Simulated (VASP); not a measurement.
# Cu (I4/mmm) in VASP: further runs, part 2 of 2

VASP 6.6.1. Earlier steps stand in the parts before.

### Step 3. Relaxation of cell and atoms, PBEsol

The input, INCAR:

```
SYSTEM = Cu
ALGO     = Normal         ! electronic algorithm
EDIFF    = 1E-6           ! SCF threshold, eV
EDIFFG   = -0.01          ! ionic threshold
ENCUT    = 600            ! plane-wave cutoff, eV
GGA      = PS             ! functional
IBRION   = 2              ! ionic algorithm
ISIF     = 3              ! what is computed and relaxed
ISMEAR   = 0              ! smearing method
LASPH    = .TRUE.         ! aspherical terms in the spheres
LCHARG   = .FALSE.        ! write CHGCAR
LREAL    = .FALSE.        ! projectors in reciprocal space
LWAVE    = .FALSE.        ! write WAVECAR
NELM     = 60             ! most SCF steps
NSW      = 80             ! ionic steps
PREC     = Accurate       ! precision mode
SIGMA    = 0.1            ! smearing width, eV
```

The input, KPOINTS:

```
k-points
0
G
  6 6 6
  0 0 0
```

The input, POSCAR:

```
Cu
1.0
   -1.4427933200      1.4427933200      1.3760814500
    1.4427933200     -1.4427933200      1.3760814500
    1.4427933200      1.4427933200     -1.3760814500
Cu
1
Direct
    0.0000000000      0.0000000000      0.0000000000
```

Potentials or basis: VASP PAW PBE potentials, release 64 (Cu).

The run is started by

```
cat potpaw_PBE.64/Cu/POTCAR > POTCAR
mpirun -np 1 vasp_std > vasp.out
```

OUTCAR:

```text
SYSTEM = Cu
   EDIFF = 1E-6
   EDIFFG = -0.01
   ENCUT = 600
   GGA = PS
   IBRION = 2
   ISIF = 3
   ISMEAR = 0
   LASPH = .TRUE.
   LREAL = .FALSE.
   NELM = 60
   NSW = 80
   PREC = Accurate

 ion  position               nearest neighbor table
   1  0.000  0.000  0.000-

  LATTYP: Found a body centered tetragonal cell.
 ALAT       =     2.8855866400
 C/A-ratio  =     0.9537620052

  Lattice vectors:

 A1 = (  -1.4427933200,   1.4427933200,   1.3760814500)
 A2 = (   1.4427933200,  -1.4427933200,   1.3760814500)
 A3 = (   1.4427933200,   1.4427933200,  -1.3760814500)

Analysis of symmetry for initial positions (statically):
=====================================================================
 Subroutine PRICEL returns:
 Original cell was already a primitive cell.

 Routine SETGRP: Setting up the symmetry group for a
 body centered tetragonal supercell.

 Subroutine GETGRP returns: Found 16 space group operations
 (whereof 16 operations were pure point group operations)
 out of a pool of 16 trial point group operations.

The static configuration has the point symmetry D_4h.

Analysis of symmetry for dynamics (positions and initial velocities):
=====================================================================
 Subroutine PRICEL returns:
 Original cell was already a primitive cell.

 Routine SETGRP: Setting up the symmetry group for a
 body centered tetragonal supercell.

 Subroutine GETGRP returns: Found 16 space group operations
 (whereof 16 operations were pure point group operations)
 out of a pool of 16 trial point group operations.

The dynamic configuration has the point symmetry D_4h.

 Subroutine INISYM returns: Found 16 space group operations
 (whereof 16 operations are pure point group operations),
 and found     1 'primitive' translations

----------------------------------------------------------------------------------------

                                     Primitive cell

  volume of cell :      11.4581

  direct lattice vectors                    reciprocal lattice vectors
    -1.442793320  1.442793320  1.376081450     0.000000000  0.346549983  0.363350585
     1.442793320 -1.442793320  1.376081450     0.346549983  0.000000000  0.363350585
     1.442793320  1.442793320 -1.376081450     0.346549983  0.346549983  0.000000000

  length of vectors
     2.461078074  2.461078074  2.461078074     0.502116060  0.502116060  0.490095685

  position of ions in fractional coordinates (direct lattice)
     0.000000000  0.000000000  0.000000000

  ion indices of the primitive-cell ions
   primitive index   ion index
                 1           1

----------------------------------------------------------------------------------------

 KPOINTS: k-points

Automatic generation of k-mesh.
 Grid dimensions read from file:
 generate k-points for:    6    6    6

 Generating k-lattice:

  Cartesian coordinates                     Fractional coordinates (reciprocal lattice)
     0.000000000  0.057758330  0.060558431     0.166666667 -0.000000000  0.000000000
     0.057758330  0.000000000  0.060558431    -0.000000000  0.166666667  0.000000000
     0.057758330  0.057758330  0.000000000     0.000000000  0.000000000  0.166666667

  Length of vectors
[... 44 lines left out ...]
   NGXF,Y,Z  is equivalent  to a cutoff of  27.02, 27.02, 27.02 a.u.
 SYSTEM =  Cu
   PREC   = accura    normal or accurate (medium, high low for compatibility)
   ISTART =      0    job   : 0-new  1-cont  2-samecut
   ICHARG =      2    charge: 1-file 2-atom 10-const
   ISPIN  =      1    spin polarized calculation?
   LNONCOLLINEAR =      F non collinear calculations
   LSORBIT =      F    spin-orbit coupling
   LASPH  =      T    aspherical Exc in radial PAW
   ENCUT  =  600.0 eV  44.10 Ry    6.64 a.u.   4.92  4.92  4.92*2*pi/ulx,y,z
   NELM   =     60;   NELMIN=  2; NELMDL= -5     # of ELM steps
   EDIFF  = 0.1E-05   stopping-criterion for ELM
   LREAL  =      F    real-space projection
   EDIFFG = -.1E-01   stopping-criterion for IOM
   NSW    =     80    number of steps for IOM
   IBRION =      2    ionic relax: 0-MD 1-quasi-New 2-CG
   NFREE  =      1    steps in history (QN), initial steepest desc. (CG)
   ISIF   =      3    stress and relaxation
   ISYM   =      2    0-nonsym 1-usesym 2-fastsym
   POTIM  = 0.5000    time-step for ionic-motion
   TEBEG  =    0.0;   TEEND  =   0.0 temperature during run
   PSTRESS=    0.0 pullay stress
   NELECT =      11.0000    total number of electrons
   NUPDOWN=      -1.0000    fix difference up-down
   EMIN   =  10.00;   EMAX   =-10.00  energy-range for DOS
   EFERMI =   0.00;   METHOD = LEGACY
   ISMEAR =     0;   SIGMA  =   0.10  broadening in eV -4-tet -1-fermi 0-gaus
   EFERMI_NEDOS =   21; number of points for ismear=-14 and -15
   IALGO  =     38    algorithm
   IMIX   =      4    mixing-type and parameters
     AMIX     =   0.40;   BMIX     =  1.00
     AMIX_MAG =   1.60;   BMIX_MAG =  1.00
  volume/ion in A,a.u.               =      11.46        77.32
  Fermi-wavevector in a.u.,A,eV,Ry     =   1.614984  3.051878 35.486359  2.608174
  Thomas-Fermi vector in A             =   2.709805
   LORBIT       =      0    0 simple, 1 ext, 2 COOP (PROOUT), +10 PAW based schemes
   GGA     = PS    functional components
   LHFCALC =     F    Hartree Fock is set to
   AEXX    =    0.0000 exact exchange contribution
   IVDW    =     0    specifies the selected vdW correction
   LEPSILON=     F    determine dielectric tensor
   LRPA    =     F    only Hartree local field effects (RPA)
 conjugate gradient relaxation of ions
 non-spin polarized calculation
 Gauss-broadening in eV      SIGMA  =   0.10
  energy-cutoff  :      600.00
  volume of cell :       11.46
 maximum number of plane-waves:       402
   NGX =  9   NGY =  9   NGZ =  9

--------------------------------------- Ionic step        1  -------------------------------------------

 number of electron      11.0000000 magnetization

 Free energy of the ion-electron system (eV)
  ---------------------------------------------------
  ext. energy  EPLUGINS =         0.00000000
  ---------------------------------------------------
  free energy    TOTEN  =        -4.20261510 eV

  energy without entropy =       -4.19477153  energy(sigma->0) =       -4.19869331

------------------------ aborting loop because EDIFF is reached ----------------------------------------

  FORCE on cell =-STRESS in cart. coord.  units (eV):
  Direction    XX          YY          ZZ          XY          YZ          ZX
  --------------------------------------------------------------------------------------
  -------------------------------------------------------------------------------------
  Total        0.0185535      0.0185535     -0.0595642      0.0000000      0.0000000     -0.0000000
  in kB        2.5943202      2.5943202     -8.3288270      0.0000000      0.0000000     -0.0000000
  external PRESSURE =      -1.0467289 kB  Pullay stress =       0.0000000 kB
[... 127 lines left out ...]
--------------------------------------- Ionic step        5  -------------------------------------------

 number of electron      11.0000006 magnetization

 Free energy of the ion-electron system (eV)
  ---------------------------------------------------
  ext. energy  EPLUGINS =         0.00000000
  ---------------------------------------------------
  free energy    TOTEN  =        -4.20316631 eV

  energy without entropy =       -4.19634539  energy(sigma->0) =       -4.19975585

 E-fermi :   7.9030     XC(G=0): -13.0935

 val. band max:        7.8565249564   @ k =   0.5000   0.3333   0.0000
 cond. band min:       7.9598987109   @ k =   0.5000   0.1667   0.0000
 fundamental gap:      0.1033737545
 Fermi energy:         7.9029799767

 k-point     1 :       0.0000    0.0000    0.0000
  band No.  band energies     occupation
      1      -1.8344      2.00000
      2       4.3795      2.00000
      3       4.6703      2.00000
      4       4.6703      2.00000
      5       5.4549      2.00000
      6       5.7540      2.00000
      7      32.3665      0.00000
      8      32.3665      0.00000
      9      34.2588      0.00000
[... 265 lines left out ...]
 k-point    24 :      -0.1667   -0.3333    0.1667
  band No.  band energies     occupation
      1       2.6430      2.00000
      2       4.3308      2.00000
      3       4.3323      2.00000
      4       5.1822      2.00000
      5       5.7623      2.00000
      6       6.9040      2.00000
      7      18.2024      0.00000
      8      22.7840      0.00000
      9      24.4788      0.00000

 [... further k-points ...]

------------------------ aborting loop because EDIFF is reached ----------------------------------------

  FORCE on cell =-STRESS in cart. coord.  units (eV):
  Direction    XX          YY          ZZ          XY          YZ          ZX
  --------------------------------------------------------------------------------------
  -------------------------------------------------------------------------------------
  Total        0.0020160      0.0020160      0.0063089      0.0000000      0.0000000      0.0000000
  in kB        0.2820765      0.2820765      0.8827234      0.0000000      0.0000000      0.0000000
  external PRESSURE =       0.4822921 kB  Pullay stress =       0.0000000 kB
[... 16 lines left out ...]
  FREE ENERGIE OF THE ION-ELECTRON SYSTEM (eV)
  ---------------------------------------------------
  free  energy   TOTEN  =        -4.2031663120 eV

  energy  without entropy=       -4.1963453941  energy(sigma->0) =       -4.19975585

 reached required accuracy - stopping structural energy minimisation
```

It took 17 s on 1 thread of Intel Xeon Platinum 8488C (Sapphire Rapids), shared host; peak memory 0.13 GiB.

Results:

```yaml
Free_energy: -4.2032 eV
Relaxed_volume: 11.45 Å³/atom
Relaxed_cell: a = 2.462 Å, b = 2.462 Å, c = 2.462 Å, α = 107.69°, β = 107.69°, γ = 113.09°
Space_group_after_relaxing_to_0.05_Å: I4/mmm (No. 139)
Energy_gained_by_relaxing: 0.6 meV/atom
Ionic_steps: 5
Pressure_after_relaxing: 0.0 GPa
```

Step by step:
| step | energy change (eV) | largest force (eV/Å) | pressure (GPa) | volume (Å³) |
| --- | --- | --- | --- | --- |
| 1 | 0.0000 | 0.0000 | -0.10 | 11.46 |
| 2 | -0.0002 | 0.0000 | 0.03 | 11.45 |
| 3 | -0.0004 | 0.0000 | 0.65 | 11.41 |
| 4 | -0.0005 | 0.0000 | 0.34 | 11.43 |
| 5 | -0.0006 | 0.0000 | 0.05 | 11.45 |

Final structure:
```yaml
crystal:
  lattice:
    - [-1.45232, 1.45232, 1.35723]
    - [1.45232, -1.45232, 1.35723]
    - [1.45232, 1.45232, -1.35723]
  atoms:
    - { symbol: Cu, position: [0.00000, 0.00000, 0.00000] }
```

Levels at points of the mesh, in eV from the Fermi level:
| k point | band 4 | band 5 | band 6 | band 7 | band 8 | band 9 |
| --- | --- | --- | --- | --- | --- | --- |
| (0.00, 0.00, 0.00) | -3.23 | -2.45 | -2.15 | 24.46 | 24.46 | 26.36 |
| (0.50, 0.00, 0.00) | -2.03 | -1.51 | -0.63 | 4.65 | 17.06 | 17.14 |
| (0.50, 0.50, 0.00) | -2.24 | -1.54 | -1.15 | 3.89 | 18.86 | 19.19 |
| (0.50, 0.50, 0.50) | -1.71 | -1.65 | 7.33 | 7.33 | 9.98 | 13.03 |

Caveat: the k points lie up to 0.53 Å⁻¹ apart in the final cell; the PAW data sets were made with another functional, which shifts forces and pressure a little.

### Step 4. Relaxation of cell and atoms, PBEsol

The input, INCAR:

```
PREC = Accurate ; ENCUT = 600
EDIFF = 1E-6 ; ISMEAR = 0
SIGMA = 0.1 ; LREAL = F
LASPH = T ; NELM = 80
ALGO = Fast ; ISIF = 3
LWAVE = F ; LCHARG = F
GGA = PS ; IBRION = 2
NSW = 80 ; EDIFFG = -0.01
```

The input, KPOINTS:

```
Automatic mesh
0
Gamma
  8 8 8
```

POSCAR is that of step 3.

Potentials or basis: VASP PAW PBE potentials, release 64 (Cu).

The run is started by

```
cat potpaw_PBE.64/Cu/POTCAR > POTCAR
mpirun -np 1 vasp_std > vasp.out
```

OUTCAR:

```text
PREC = Accurate
   ENCUT = 600
   EDIFF = 1E-6
   ISMEAR = 0
   LREAL = F
   LASPH = T
   NELM = 80
   ISIF = 3
   GGA = PS
   IBRION = 2
   NSW = 80
   EDIFFG = -0.01

 ion  position               nearest neighbor table
   1  0.000  0.000  0.000-

  LATTYP: Found a body centered tetragonal cell.
 ALAT       =     2.8855866400
 C/A-ratio  =     0.9537620052

  Lattice vectors:

 A1 = (  -1.4427933200,   1.4427933200,   1.3760814500)
 A2 = (   1.4427933200,  -1.4427933200,   1.3760814500)
 A3 = (   1.4427933200,   1.4427933200,  -1.3760814500)

Analysis of symmetry for initial positions (statically):
=====================================================================
 Subroutine PRICEL returns:
 Original cell was already a primitive cell.

 Routine SETGRP: Setting up the symmetry group for a
 body centered tetragonal supercell.

 Subroutine GETGRP returns: Found 16 space group operations
 (whereof 16 operations were pure point group operations)
 out of a pool of 16 trial point group operations.

The static configuration has the point symmetry D_4h.

Analysis of symmetry for dynamics (positions and initial velocities):
=====================================================================
 Subroutine PRICEL returns:
 Original cell was already a primitive cell.

 Routine SETGRP: Setting up the symmetry group for a
 body centered tetragonal supercell.

 Subroutine GETGRP returns: Found 16 space group operations
 (whereof 16 operations were pure point group operations)
 out of a pool of 16 trial point group operations.

The dynamic configuration has the point symmetry D_4h.

 Subroutine INISYM returns: Found 16 space group operations
 (whereof 16 operations are pure point group operations),
 and found     1 'primitive' translations

[... 143 lines left out ...]

------------------------ aborting loop because EDIFF is reached ----------------------------------------

  FORCE on cell =-STRESS in cart. coord.  units (eV):
  Direction    XX          YY          ZZ          XY          YZ          ZX
  --------------------------------------------------------------------------------------
  -------------------------------------------------------------------------------------
  Total       -0.0062093     -0.0062093      0.0234959      0.0000000     -0.0000000      0.0000000
  in kB       -0.8682452     -0.8682452      3.2854206      0.0000000     -0.0000000      0.0000000
  external PRESSURE =       0.5163100 kB  Pullay stress =       0.0000000 kB
[... 86 lines left out ...]
  FREE ENERGIE OF THE ION-ELECTRON SYSTEM (eV)
  ---------------------------------------------------
  free  energy   TOTEN  =        -4.2347266006 eV

  energy  without entropy=       -4.2297081352  energy(sigma->0) =       -4.23221737

[... ionic steps 4 to 14 ...]

--------------------------------------- Ionic step       15  -------------------------------------------

 number of electron      10.9999989 magnetization

------------------------ aborting loop because EDIFF is reached ----------------------------------------
[... 65 lines left out ...]
--------------------------------------- Ionic step       17  -------------------------------------------

 number of electron      10.9999988 magnetization

 Free energy of the ion-electron system (eV)
  ---------------------------------------------------
  ext. energy  EPLUGINS =         0.00000000
  ---------------------------------------------------
  free energy    TOTEN  =        -4.23484728 eV

  energy without entropy =       -4.22850293  energy(sigma->0) =       -4.23167510

 E-fermi :   7.8591     XC(G=0): -13.0975

 val. band max:        7.8408528278   @ k =   0.5000   0.1250   0.0000
 cond. band min:       7.8742317993   @ k =   0.3750   0.1250   0.0000
 fundamental gap:      0.0333789716
 Fermi energy:         7.8590914842

 k-point     1 :       0.0000    0.0000    0.0000
  band No.  band energies     occupation
      1      -1.8299      2.00000
      2       4.5263      2.00000
      3       4.6086      2.00000
      4       4.6086      2.00000
      5       5.6049      2.00000
      6       5.6858      2.00000
      7      32.9837      0.00000
      8      32.9837      0.00000
      9      33.4531      0.00000
[... 265 lines left out ...]
 k-point    24 :       0.3750    0.1250    0.1250
  band No.  band energies     occupation
      1       3.1765      2.00000
      2       3.7422      2.00000
      3       4.7660      2.00000
      4       5.6951      2.00000
      5       5.7959      2.00000
      6       9.9902      0.00000
      7      12.7892      0.00000
      8      19.9651      0.00000
      9      20.2263      0.00000

 [... further k-points ...]

------------------------ aborting loop because EDIFF is reached ----------------------------------------

  FORCE on cell =-STRESS in cart. coord.  units (eV):
  Direction    XX          YY          ZZ          XY          YZ          ZX
  --------------------------------------------------------------------------------------
  -------------------------------------------------------------------------------------
  Total        0.0089051      0.0089051     -0.0072524      0.0000000      0.0000000      0.0000000
  in kB        1.2469886      1.2469886     -1.0155607      0.0000000      0.0000000      0.0000000
  external PRESSURE =       0.4928055 kB  Pullay stress =       0.0000000 kB
[... 16 lines left out ...]
  FREE ENERGIE OF THE ION-ELECTRON SYSTEM (eV)
  ---------------------------------------------------
  free  energy   TOTEN  =        -4.2348472782 eV

  energy  without entropy=       -4.2285029272  energy(sigma->0) =       -4.23167510

 reached required accuracy - stopping structural energy minimisation
```

It took 60 s on 1 thread of Intel Xeon Platinum 8488C (Sapphire Rapids), shared host; peak memory 0.13 GiB.

Results:

* Free energy: -4.2348 eV
* Relaxed volume: 11.44 Å³/atom
* Relaxed cell: a = 2.459 Å, b = 2.459 Å, c = 2.459 Å, α = 108.95°, β = 108.95°, γ = 110.52°
* Space group after relaxing (to 0.05 Å): I4/mmm (No. 139)
* Energy gained by relaxing: 0.1 meV/atom
* Ionic steps: 17
* Pressure after relaxing: 0.0 GPa

The path:
| step | energy change (eV) | largest force (eV/Å) | pressure (GPa) | volume (Å³) |
| --- | --- | --- | --- | --- |
| 1 | 0.0000 | 0.0000 | 0.05 | 11.46 |
| 2 | 0.0000 | 0.0000 | -0.25 | 11.46 |
| 3 | 0.0000 | 0.0000 | -0.70 | 11.48 |
| 4 | 0.0000 | 0.0000 | -0.63 | 11.48 |
| 5 | 0.0000 | 0.0000 | -0.68 | 11.48 |
| 6 | 0.0000 | 0.0000 | -0.67 | 11.48 |
| 7 | 0.0000 | 0.0000 | -1.02 | 11.48 |
| 8 | -0.0001 | 0.0000 | 0.51 | 11.48 |
| 9 | -0.0001 | 0.0000 | 0.99 | 11.47 |
| 10 | -0.0001 | 0.0000 | -1.84 | 11.48 |
| 11 | -0.0001 | 0.0000 | -0.95 | 11.47 |
| 12 | -0.0001 | 0.0000 | -1.00 | 11.47 |
| 13 | -0.0001 | 0.0000 | -1.04 | 11.46 |
| 14 | -0.0001 | 0.0000 | -0.53 | 11.45 |
| 15 | -0.0001 | 0.0000 | -0.77 | 11.45 |
| 16 | -0.0001 | 0.0000 | 0.44 | 11.44 |
| 17 | -0.0001 | 0.0000 | 0.05 | 11.44 |

Final structure:
```
Cu
1.0
    -1.42878    1.42878    1.40119
     1.42878   -1.42878    1.40119
     1.42878    1.42878   -1.40119
Cu
1
Cartesian
  0.0000 0.0000 0.0000
```

Caveat: the k points lie up to 0.39 Å⁻¹ apart in the final cell; the PAW data sets were made with another functional, which shifts forces and pressure a little.

### Step 5. Summary

| k mesh | gap on the mesh (eV) | pressure (GPa) | relaxed volume (Å³/atom) |
| --- | --- | --- | --- |
| 4 × 4 × 4 | none | 0.0 | 11.39 |
| 6 × 6 × 6 | none | 0.0 | 11.45 |
| 8 × 8 × 8 | none | 0.0 | 11.44 |

Alike in all rows: task relaxation of cell and atoms; level PBEsol; potentials or basis VASP PAW PBE potentials, release 64 (Cu); no spin polarisation; cell relaxed; cutoff (eV) 600; smearing gaussian 0.1 eV.

Caveats: all runs use coarse meshes; the PAW data sets were made with another functional, which shifts forces and pressure a little.

Absolute energies hang on the potentials; compare differences alone.
